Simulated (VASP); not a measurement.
# Ti (Fm-3m) in VASP: further runs, part 2 of 3

VASP 6.6.1. Earlier steps stand in the parts before.

**3. Electric field gradients, LDA (15.74 Å³/atom)**

INCAR

```
SYSTEM = Ti
  PREC = Accurate
  ENCUT = 400
  EDIFF = 1E-8
  ISMEAR = -1
  SIGMA = 0.05
  LREAL = .False.
  LASPH = .True.
  NELM = 120
  ALGO = Normal
  ISIF = 2
  LWAVE = .False.
  LCHARG = .False.
  LEFG = .True.
  NBANDS = 12
  GGA_COMPAT = .False.
```

KPOINTS

```
regular mesh
0
Gamma
  15 15 15
  0 0 0
```

POSCAR

```
Ti
1.0
    0.0000000000      1.9889123197      1.9889123197
    1.9889123197      0.0000000000      1.9889123197
    1.9889123197      1.9889123197      0.0000000000
Ti
1
Direct
    0.0000000000      0.0000000000      0.0000000000
```

Potentials or basis: VASP PAW LDA potentials, release 64 (Ti_sv).

Started as:

```
> cat potpaw_LDA.64/Ti_sv/POTCAR > POTCAR
> mpirun -np 1 vasp_std > vasp.out
```

OUTCAR:

```text
SYSTEM = Ti
   PREC = Accurate
   ENCUT = 400
   EDIFF = 1E-8
   ISMEAR = -1
   LREAL = .False.
   LASPH = .True.
   NELM = 120
   ISIF = 2

 ion  position               nearest neighbor table
   1  0.000  0.000  0.000-

  LATTYP: Found a face centered cubic cell.
 ALAT       =     3.9778246394

  Lattice vectors:

 A1 = (   0.0000000000,   1.9889123197,   1.9889123197)
 A2 = (   1.9889123197,   0.0000000000,   1.9889123197)
 A3 = (   1.9889123197,   1.9889123197,   0.0000000000)

Analysis of symmetry for initial positions (statically):
=====================================================================
 Subroutine PRICEL returns:
 Original cell was already a primitive cell.

 Routine SETGRP: Setting up the symmetry group for a
 face centered cubic supercell.

 Subroutine GETGRP returns: Found 48 space group operations
 (whereof 48 operations were pure point group operations)
 out of a pool of 48 trial point group operations.

The static configuration has the point symmetry O_h .

Analysis of symmetry for dynamics (positions and initial velocities):
=====================================================================
 Subroutine PRICEL returns:
 Original cell was already a primitive cell.

 Routine SETGRP: Setting up the symmetry group for a
 face centered cubic supercell.

 Subroutine GETGRP returns: Found 48 space group operations
 (whereof 48 operations were pure point group operations)
 out of a pool of 48 trial point group operations.

The dynamic configuration has the point symmetry O_h .

 Subroutine INISYM returns: Found 48 space group operations
 (whereof 48 operations are pure point group operations),
 and found     1 'primitive' translations

----------------------------------------------------------------------------------------

                                     Primitive cell

  volume of cell :      15.7354

  direct lattice vectors                    reciprocal lattice vectors
     0.000000000  1.988912320  1.988912320    -0.251393686  0.251393686  0.251393686
     1.988912320  0.000000000  1.988912320     0.251393686 -0.251393686  0.251393686
     1.988912320  1.988912320  0.000000000     0.251393686  0.251393686 -0.251393686

  length of vectors
     2.812746777  2.812746777  2.812746777     0.435426638  0.435426638  0.435426638

  position of ions in fractional coordinates (direct lattice)
     0.000000000  0.000000000  0.000000000

  ion indices of the primitive-cell ions
   primitive index   ion index
                 1           1

----------------------------------------------------------------------------------------

 KPOINTS: regular mesh

Automatic generation of k-mesh.
 Grid dimensions read from file:
 generate k-points for:   15   15   15

 Generating k-lattice:

  Cartesian coordinates                     Fractional coordinates (reciprocal lattice)
    -0.016759579  0.016759579  0.016759579     0.066666667  0.000000000  0.000000000
     0.016759579 -0.016759579  0.016759579     0.000000000  0.066666667  0.000000000
     0.016759579  0.016759579 -0.016759579     0.000000000  0.000000000  0.066666667

  Length of vectors
     0.029028443  0.029028443  0.029028443

  Shift w.r.t. Gamma in fractional coordinates (k-lattice)
     0.000000000  0.000000000  0.000000000
[... 68 lines left out ...]
   IALGO  =     38    algorithm
   IMIX   =      4    mixing-type and parameters
     AMIX     =   0.40;   BMIX     =  1.00
     AMIX_MAG =   1.60;   BMIX_MAG =  1.00
  volume/ion in A,a.u.               =      15.74       106.19
  Fermi-wavevector in a.u.,A,eV,Ry     =   1.495695  2.826453 30.437628  2.237103
  Thomas-Fermi vector in A             =   2.607807
   LORBIT       =      0    0 simple, 1 ext, 2 COOP (PROOUT), +10 PAW based schemes
   GGA     = CA    functional components
   LHFCALC =     F    Hartree Fock is set to
   AEXX    =    0.0000 exact exchange contribution
   IVDW    =     0    specifies the selected vdW correction
   LEPSILON=     F    determine dielectric tensor
   LRPA    =     F    only Hartree local field effects (RPA)
 non-spin polarized calculation
  energy-cutoff  :      400.00
  volume of cell :       15.74
 maximum number of plane-waves:       297
   NGX =  9   NGY =  9   NGZ =  9

 number of electron      12.0000007 magnetization

 Free energy of the ion-electron system (eV)
  ---------------------------------------------------
  ext. energy  EPLUGINS =         0.00000000
  ---------------------------------------------------
  free energy    TOTEN  =        -8.49654724 eV

  energy without entropy =       -8.48289733  energy(sigma->0) =       -8.48972229

 E-fermi :   9.0892     XC(G=0): -12.2657

 val. band max:        9.0833295168   @ k =   0.2000   0.1333   0.0000
 cond. band min:       9.0897633412   @ k =  -0.4667   0.2667   0.1333
 fundamental gap:      0.0064338244
 Fermi energy:         9.0891683168

 k-point     1 :       0.0000    0.0000    0.0000
  band No.  band energies     occupation
      1     -46.7831      2.00000
      2     -22.8817      2.00000
      3     -22.8817      2.00000
      4     -22.8817      2.00000
      5       2.8830      2.00000
      6       9.9772      0.00000
      7       9.9772      0.00000
      8       9.9772      0.00000
      9      11.8184      0.00000
     10      11.8184      0.00000
     11      24.9690      0.00000
     12      29.8567      0.00000
[... 331 lines left out ...]
 k-point    24 :       0.2000    0.1333    0.0000
  band No.  band energies     occupation
      1     -46.7163      2.00000
      2     -23.1536      2.00000
      3     -22.9647      2.00000
      4     -22.9572      2.00000
      5       4.2005      2.00000
      6       9.0833      1.05832
      7      10.4741      0.00000
      8      10.5574      0.00000
      9      11.0818      0.00000
     10      12.1060      0.00000
     11      25.8265      0.00000
     12      26.4643      0.00000

 [... further k-points ...]

------------------------ aborting loop because EDIFF is reached ----------------------------------------

  FORCE on cell =-STRESS in cart. coord.  units (eV):
  Direction    XX          YY          ZZ          XY          YZ          ZX
  --------------------------------------------------------------------------------------
  -------------------------------------------------------------------------------------
  Total        0.1327486      0.1327486      0.1327486      0.0000000     -0.0000000     -0.0000000
  in kB       13.5164806     13.5164806     13.5164806      0.0000000     -0.0000000     -0.0000000
  external PRESSURE =      13.5164806 kB  Pullay stress =       0.0000000 kB

 VOLUME and BASIS-vectors are now :
 -----------------------------------------------------------------------------
  energy-cutoff  :      400.00
  volume of cell :       15.74
      direct lattice vectors                 reciprocal lattice vectors
     0.000000000  1.988912320  1.988912320    -0.251393686  0.251393686  0.251393686
     1.988912320  0.000000000  1.988912320     0.251393686 -0.251393686  0.251393686
     1.988912320  1.988912320  0.000000000     0.251393686  0.251393686 -0.251393686

 POSITION                                       TOTAL-FORCE (eV/Angst)
 -----------------------------------------------------------------------------------
      0.00000      0.00000      0.00000        -0.000000      0.000000      0.000000
 -----------------------------------------------------------------------------------
    total drift:                                0.000000     -0.000000      0.000000

  FREE ENERGIE OF THE ION-ELECTRON SYSTEM (eV)
  ---------------------------------------------------
  free  energy   TOTEN  =        -8.4965472442 eV

  energy  without entropy=       -8.4828973319  energy(sigma->0) =       -8.48972229

 Electric field gradients (V/A^2)
---------------------------------------------------------------------
 ion       V_xx      V_yy      V_zz      V_xy      V_xz      V_yz
---------------------------------------------------------------------
   1       0.000    -0.000     0.000    -0.000    -0.000    -0.000
---------------------------------------------------------------------

 Electric field gradients after diagonalization (V/A^2)
 (convention: |V_zz| > |V_xx| > |V_yy|)
----------------------------------------------------------------------
 ion       V_xx      V_yy      V_zz     asymmetry (V_yy - V_xx)/ V_zz
----------------------------------------------------------------------
   1       0.000     0.000    -0.001       0.000
----------------------------------------------------------------------

           NMR quadrupolar parameters

 Cq : quadrupolar parameter    Cq=e*Q*V_zz/h
 eta: asymmetry parameters     (V_yy - V_xx)/ V_zz
 Q  : nuclear electric quadrupole moment in mb (millibarn)
----------------------------------------------------------------------
 ion       Cq(MHz)       eta       Q (mb)
----------------------------------------------------------------------
   1      -0.000       0.000       1.000
----------------------------------------------------------------------
```

OSZICAR:

```text
N       E                     dE             d eps       ncg     rms          rms(c)
DAV:   1     0.744680168895E+02    0.74468E+02   -0.56690E+03  2904   0.105E+03
DAV:   2    -0.605334187162E+01   -0.80521E+02   -0.78067E+02  2888   0.268E+02
DAV:   3    -0.930833949888E+01   -0.32550E+01   -0.32238E+01  3716   0.578E+01
DAV:   4    -0.939468494439E+01   -0.86345E-01   -0.86272E-01  3244   0.820E+00
DAV:   5    -0.939712553046E+01   -0.24406E-02   -0.24405E-02  3432   0.119E+00    0.900E+00
DAV:   6    -0.850436731725E+01    0.89276E+00   -0.18230E+00  3152   0.199E+01    0.250E+00
DAV:   7    -0.848822176669E+01    0.16146E-01   -0.97819E-02  3532   0.344E+00    0.133E+00
DAV:   8    -0.849638102028E+01   -0.81593E-02   -0.39732E-02  2980   0.258E+00    0.164E-01
DAV:   9    -0.849651733674E+01   -0.13632E-03   -0.27605E-03  3564   0.605E-01    0.755E-02
DAV:  10    -0.849655842858E+01   -0.41092E-04   -0.23262E-04  3036   0.178E-01    0.112E-02
DAV:  11    -0.849654816349E+01    0.10265E-04   -0.14890E-05  3404   0.532E-02    0.106E-02
DAV:  12    -0.849654722797E+01    0.93552E-06   -0.25794E-06  3136   0.202E-02    0.785E-04
DAV:  13    -0.849654725409E+01   -0.26118E-07   -0.67593E-08  3400   0.241E-03    0.920E-04
DAV:  14    -0.849654724385E+01    0.10237E-07   -0.20837E-08  3092   0.216E-03    0.513E-05
DAV:  15    -0.849654724422E+01   -0.37448E-09   -0.31550E-10  1620   0.212E-04
   1 F= -.84965472E+01 E0= -.84897223E+01  d E =-.136499E-01
```

stdout:

```text
POSCAR found type information on POSCAR Ti
 POSCAR found :  1 types and       1 ions
 scaLAPACK will be used
 LDA part: xc-table for (Slater(with rela. corr.)+CA(PZ))
 , standard interpolation
 POSCAR, INCAR and KPOINTS ok, starting setup
 FFT: planning ... GRIDC
 FFT: planning ... GRID_SOFT
 FFT: planning ... GRID
 WAVECAR not read
 entering main loop
ion   1
```

Run time: 16 s. Hardware: 1 thread of Intel Xeon 8259CL, shared host; peak memory 0.12 GiB.

What came out:

```
Free energy                             : -8.4965 eV
Pressure                                : 1.4 GPa
Band gap on the k mesh                  : zero (bands 6 and 7 overlap by 1.23 eV)
Largest electric field gradient by atom : zero within the noise of the run
```

(Continued in part 3 of 3.)
